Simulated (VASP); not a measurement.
# Cu (Fmmm) in VASP: single point with PBEsol

Aim: the single point of Cu with PBEsol.

Everything below comes from runs of VASP 6.6.1. Logs are shortened: lines on timing, memory, paths and dates and some standing lists are left out, and cuts for length are marked.

**1. The cell of the first run**

The structure is orthorhombic, space group Fmmm (No. 69). The conventional cell has a = 2.516 Å, b = 4.205 Å, c = 8.994 Å, α = 90.00°, β = 90.00°, γ = 90.00°. Cu (site symmetry mm2) has 11 Cu at 2.38 to 2.98 Å within 3.1 Å.

**2. Single point, PBEsol**

The input, INCAR:

```
PREC = Accurate ; ENCUT = 520
EDIFF = 1E-6 ; ISMEAR = 0
SIGMA = 0.1 ; LREAL = F
LASPH = T ; NELM = 100
ALGO = Normal ; ISIF = 2
LWAVE = F ; LCHARG = F
GGA = PS ; NBANDS = 18
```

The input, KPOINTS:

```
regular mesh
0
Gamma
  26 26 26
```

The input, POSCAR:

```
Cu
1.0
    0.0000000000      2.1023496096      4.4968569660
    1.2581079311      0.0000000000      4.4968569660
    1.2581079311      2.1023496096      0.0000000000
Cu
2
Direct
    0.8676675397      0.8676675397      0.1323324603
    0.1323324603      0.1323324603      0.8676675397
```

Potentials or basis: VASP PAW PBE potentials, release 64 (Cu).

Launch:

```sh
$ cat potpaw_PBE.64/Cu/POTCAR > POTCAR
$ mpirun -np 1 vasp_std > vasp.out
```

OUTCAR:

```text
PREC = Accurate
   ENCUT = 520
   EDIFF = 1E-6
   ISMEAR = 0
   LREAL = F
   LASPH = T
   NELM = 100
   ISIF = 2
   GGA = PS

 ion  position               nearest neighbor table
   1  0.868  0.868  0.132-   2 2.38   2 2.46   2 2.46
   2  0.132  0.132  0.868-   1 2.38   1 2.46   1 2.46

  LATTYP: Found a face centered orthorhombic cell.
 ALAT       =     2.5162158622
 B/A-ratio  =     1.6710407411
 C/A-ratio  =     3.5743014211

  Lattice vectors:

 A1 = (   0.0000000000,   2.1023496096,   4.4968569660)
 A2 = (   1.2581079311,   0.0000000000,   4.4968569660)
 A3 = (   1.2581079311,   2.1023496096,   0.0000000000)

Analysis of symmetry for initial positions (statically):
=====================================================================
 Subroutine PRICEL returns:
 Original cell was already a primitive cell.

 Routine SETGRP: Setting up the symmetry group for a
 face centered orthorhombic supercell.

 Subroutine GETGRP returns: Found  8 space group operations
 (whereof  8 operations were pure point group operations)
 out of a pool of  8 trial point group operations.

The static configuration has the point symmetry D_2h.

Analysis of symmetry for dynamics (positions and initial velocities):
=====================================================================
 Subroutine PRICEL returns:
 Original cell was already a primitive cell.

 Routine SETGRP: Setting up the symmetry group for a
 face centered orthorhombic supercell.

 Subroutine GETGRP returns: Found  8 space group operations
 (whereof  8 operations were pure point group operations)
 out of a pool of  8 trial point group operations.

The dynamic configuration has the point symmetry D_2h.

 Subroutine INISYM returns: Found  8 space group operations
 (whereof  8 operations are pure point group operations),
 and found     1 'primitive' translations

----------------------------------------------------------------------------------------

                                     Primitive cell

  volume of cell :      23.7882

  direct lattice vectors                    reciprocal lattice vectors
     0.000000000  2.102349610  4.496856966    -0.397422183  0.237829140  0.111188771
     1.258107931  0.000000000  4.496856966     0.397422183 -0.237829140  0.111188771
     1.258107931  2.102349610  0.000000000     0.397422183  0.237829140 -0.111188771

  length of vectors
     4.964030263  4.669535110  2.450042744     0.476308759  0.476308759  0.476308759

  position of ions in fractional coordinates (direct lattice)
     0.867667540  0.867667540  0.132332460
     0.132332460  0.132332460  0.867667540

  ion indices of the primitive-cell ions
   primitive index   ion index
                 1           1
                 2           2

----------------------------------------------------------------------------------------

 KPOINTS: regular mesh

Automatic generation of k-mesh.
 Grid dimensions read from file:
 generate k-points for:   26   26   26

 Generating k-lattice:

  Cartesian coordinates                     Fractional coordinates (reciprocal lattice)
    -0.015285469  0.009147275  0.004276491     0.038461538  0.000000000  0.000000000
     0.015285469 -0.009147275  0.004276491     0.000000000  0.038461538  0.000000000
     0.015285469  0.009147275 -0.004276491     0.000000000  0.000000000  0.038461538

  Length of vectors
     0.018319568  0.018319568  0.018319568

  Shift w.r.t. Gamma in fractional coordinates (k-lattice)
     0.000000000  0.000000000  0.000000000

 Subroutine IBZKPT returns following result:
 ===========================================

 Found   2471 irreducible k-points:

 Following reciprocal coordinates:
            Coordinates               Weight
  0.000000  0.000000  0.000000      1.000000
  0.038462  0.000000 -0.000000      8.000000
  0.076923  0.000000 -0.000000      8.000000
  0.115385  0.000000 -0.000000      8.000000
  0.153846  0.000000  0.000000      8.000000
  0.192308  0.000000  0.000000      8.000000
[... 16 lines left out ...]
  0.346154  0.038462 -0.000000      8.000000
  0.384615  0.038462 -0.000000      8.000000
 [... further k-points ...]
   k-points           NKPTS =   2471   k-points in BZ     NKDIM =   2471   number of bands    NBANDS=     18
   number of dos      NEDOS =    301   number of ions     NIONS =      2
   total plane-waves  NPLWV =  25920
   dimension x,y,z NGX =    40 NGY =   36 NGZ =   18
   dimension x,y,z NGXF=    80 NGYF=   72 NGZF=   36
   ions per type =               2
   NGX,Y,Z   is equivalent  to a cutoff of  13.40, 12.82, 12.21 a.u.
   NGXF,Y,Z  is equivalent  to a cutoff of  26.79, 25.63, 24.43 a.u.
 SYSTEM =  unknown system
   PREC   = accura    normal or accurate (medium, high low for compatibility)
   ISTART =      0    job   : 0-new  1-cont  2-samecut
   ICHARG =      2    charge: 1-file 2-atom 10-const
   ISPIN  =      1    spin polarized calculation?
   LNONCOLLINEAR =      F non collinear calculations
   LSORBIT =      F    spin-orbit coupling
   LASPH  =      T    aspherical Exc in radial PAW
   ENCUT  =  520.0 eV  38.22 Ry    6.18 a.u.   9.23  8.68  4.56*2*pi/ulx,y,z
   NELM   =    100;   NELMIN=  2; NELMDL= -5     # of ELM steps
   EDIFF  = 0.1E-05   stopping-criterion for ELM
   LREAL  =      F    real-space projection
   EDIFFG = 0.1E-04   stopping-criterion for IOM
   NSW    =      0    number of steps for IOM
   IBRION =     -1    ionic relax: 0-MD 1-quasi-New 2-CG
   NFREE  =      0    steps in history (QN), initial steepest desc. (CG)
   ISIF   =      2    stress and relaxation
   ISYM   =      2    0-nonsym 1-usesym 2-fastsym
   POTIM  = 0.5000    time-step for ionic-motion
   TEBEG  =    0.0;   TEEND  =   0.0 temperature during run
   PSTRESS=    0.0 pullay stress
   NELECT =      22.0000    total number of electrons
   NUPDOWN=      -1.0000    fix difference up-down
   EMIN   =  10.00;   EMAX   =-10.00  energy-range for DOS
   EFERMI =   0.00;   METHOD = LEGACY
   ISMEAR =     0;   SIGMA  =   0.10  broadening in eV -4-tet -1-fermi 0-gaus
   EFERMI_NEDOS =   21; number of points for ismear=-14 and -15
   IALGO  =     38    algorithm
   IMIX   =      4    mixing-type and parameters
     AMIX     =   0.40;   BMIX     =  1.00
     AMIX_MAG =   1.60;   BMIX_MAG =  1.00
  volume/ion in A,a.u.               =      11.89        80.27
  Fermi-wavevector in a.u.,A,eV,Ry     =   1.595004  3.014120 34.613732  2.544038
  Thomas-Fermi vector in A             =   2.692990
   LORBIT       =      0    0 simple, 1 ext, 2 COOP (PROOUT), +10 PAW based schemes
   GGA     = PS    functional components
   LHFCALC =     F    Hartree Fock is set to
   AEXX    =    0.0000 exact exchange contribution
   IVDW    =     0    specifies the selected vdW correction
   LEPSILON=     F    determine dielectric tensor
   LRPA    =     F    only Hartree local field effects (RPA)
 non-spin polarized calculation
 Gauss-broadening in eV      SIGMA  =   0.10
  energy-cutoff  :      520.00
  volume of cell :       23.79
 maximum number of plane-waves:       659
 NGX is ok and might be reduce to    40
   NGX = 19   NGY = 17   NGZ =  9

 number of electron      22.0000010 magnetization

 Free energy of the ion-electron system (eV)
  ---------------------------------------------------
  ext. energy  EPLUGINS =         0.00000000
  ---------------------------------------------------
  free energy    TOTEN  =        -8.25843578 eV

  energy without entropy =       -8.25516684  energy(sigma->0) =       -8.25680131

 E-fermi :   7.2816     XC(G=0): -12.8341

 val. band max:        7.2810053804   @ k =  -0.2308   0.0385   0.2308
 cond. band min:       7.2819995320   @ k =   0.1538   0.3462   0.0769
 fundamental gap:      0.0009941516
 Fermi energy:         7.2816467433

 k-point     1 :       0.0000    0.0000    0.0000
  band No.  band energies     occupation
      1      -2.0305      2.00000
      2       2.1052      2.00000
      3       3.3988      2.00000
      4       4.1902      2.00000
      5       4.3098      2.00000
      6       4.4724      2.00000
[... 10 lines left out ...]
     17      31.3227      0.00000
     18      32.5265      0.00000

 k-point     2 :       0.0385    0.0000   -0.0000
  band No.  band energies     occupation
      1      -1.9771      2.00000
      2       2.1397      2.00000
      3       3.4091      2.00000
      4       4.1846      2.00000
      5       4.3046      2.00000
      6       4.4818      2.00000
[... 10 lines left out ...]
     17      31.1592      0.00000
     18      31.7853      0.00000

 k-point     3 :       0.0769    0.0000   -0.0000
  band No.  band energies     occupation
      1      -1.8175      2.00000
      2       2.2407      2.00000
      3       3.4385      2.00000
      4       4.1629      2.00000
      5       4.2822      2.00000
      6       4.4986      2.00000
[... 10 lines left out ...]
     17      30.4939      0.00000
     18      30.9272      0.00000

 k-point     4 :       0.1154    0.0000   -0.0000
  band No.  band energies     occupation
      1      -1.5544      2.00000
      2       2.4002      2.00000
      3       3.4811      2.00000
      4       4.1171      2.00000
      5       4.1917      2.00000
      6       4.2909      2.00000
[... 375 lines left out ...]
      4       3.5452      2.00000
      5       3.9150      2.00000
      6       4.5276      2.00000
[... 10 lines left out ...]
     17      26.7471      0.00000
     18      27.7507      0.00000

 k-point    23 :       0.3462    0.0385   -0.0000
  band No.  band energies     occupation
      1       1.0384      2.00000
      2       2.8725      2.00000
      3       3.3382      2.00000
      4       3.4821      2.00000
      5       4.0171      2.00000
      6       4.6825      2.00000
[... 10 lines left out ...]
     17      26.8076      0.00000
     18      27.2613      0.00000

 k-point    24 :       0.3846    0.0385   -0.0000
  band No.  band energies     occupation
      1       1.5714      2.00000
      2       2.7992      2.00000
      3       3.2805      2.00000
      4       3.4226      2.00000
      5       4.2073      2.00000
      6       4.7372      2.00000
[... 10 lines left out ...]
     17      26.2092      0.00000
     18      26.6516      0.00000

 [... further k-points ...]

------------------------ aborting loop because EDIFF is reached ----------------------------------------

  FORCE on cell =-STRESS in cart. coord.  units (eV):
  Direction    XX          YY          ZZ          XY          YZ          ZX
  --------------------------------------------------------------------------------------
  -------------------------------------------------------------------------------------
  Total        0.1113518      0.1038083      0.0803097      0.0000000      0.0000000      0.0000000
  in kB        7.4997346      6.9916675      5.4089982      0.0000000      0.0000000      0.0000000
  external PRESSURE =       6.6334668 kB  Pullay stress =       0.0000000 kB

 VOLUME and BASIS-vectors are now :
 -----------------------------------------------------------------------------
  energy-cutoff  :      520.00
  volume of cell :       23.79
      direct lattice vectors                 reciprocal lattice vectors
     0.000000000  2.102349610  4.496856966    -0.397422183  0.237829140  0.111188771
     1.258107931  0.000000000  4.496856966     0.397422183 -0.237829140  0.111188771
     1.258107931  2.102349610  0.000000000     0.397422183  0.237829140 -0.111188771

 POSITION                                       TOTAL-FORCE (eV/Angst)
 -----------------------------------------------------------------------------------
      1.25811      2.10235      7.80355         0.000000      0.000000      0.004667
      1.25811      2.10235      1.19016         0.000000      0.000000     -0.004667
 -----------------------------------------------------------------------------------
    total drift:                                0.000000      0.000000      0.000000

  FREE ENERGIE OF THE ION-ELECTRON SYSTEM (eV)
  ---------------------------------------------------
  free  energy   TOTEN  =        -8.2584357826 eV

  energy  without entropy=       -8.2551668362  energy(sigma->0) =       -8.25680131
```

It took 6.9 min on 1 thread of Intel Xeon 6975P-C (Granite Rapids), shared host; peak memory 0.91 GiB.

Results:

* Free energy: -8.2584 eV
* Pressure: 0.7 GPa
* Largest force: 0.005 eV/Å
* Band gap on the k mesh: zero (band 11 reaches 11.67 eV, above the bottom of band 12 at 5.59 eV)

Forces in eV/Å, atoms in the order of the input:
```
Cu   0.000  0.000  0.005
Cu   0.000  0.000 -0.005
```

Stress tensor (GPa, compression positive):
```
0.75 0.00 0.00
0.00 0.70 0.00
0.00 0.00 0.54
```

Caveat: the PAW data sets were made with another functional, which shifts forces and pressure a little.
